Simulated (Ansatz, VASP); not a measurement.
Two plane-wave programs on GaP

```
CELL_PARAMETERS angstrom
0.00000 2.77717 2.70389
2.70389 0.00000 2.70389
2.70389 2.77717 0.00000
ATOMIC_POSITIONS crystal
Ga 0.00000 0.00000 0.00000
P 0.75000 0.75000 0.75000
```

Alike in both runs: task single point; functional PBE; k mesh 10 × 10 × 10; occupations gaussian, width 0.05 eV; no spin polarisation.

```csv
,VASP,Ansatz
version,VASP 6.6.1,Ansatz 0.2.0
potentials or method,"VASP PAW PBE potentials, release 64 (Ga_d, P), cutoff 520 eV","scalar-relativistic, plane waves, PAW"
valence electrons in the cell,18,18
```

VASP gave:

| Quantity | Value |
| --- | --- |
| gap on the k mesh at the Fermi level (eV) | 1.48 |
| least direct gap on the mesh (eV) | 1.74 |
| pressure (GPa) | 2.2 |
| traceless stress, the component that is largest in VASP (GPa) | -1.37 |

**Question.** Which values does Ansatz return?

**Answer.** gap on the k mesh at the Fermi level (eV): 1.48; least direct gap on the mesh (eV): 1.75; pressure (GPa): 2.2; traceless stress, the component that is largest in VASP (GPa): -1.37.
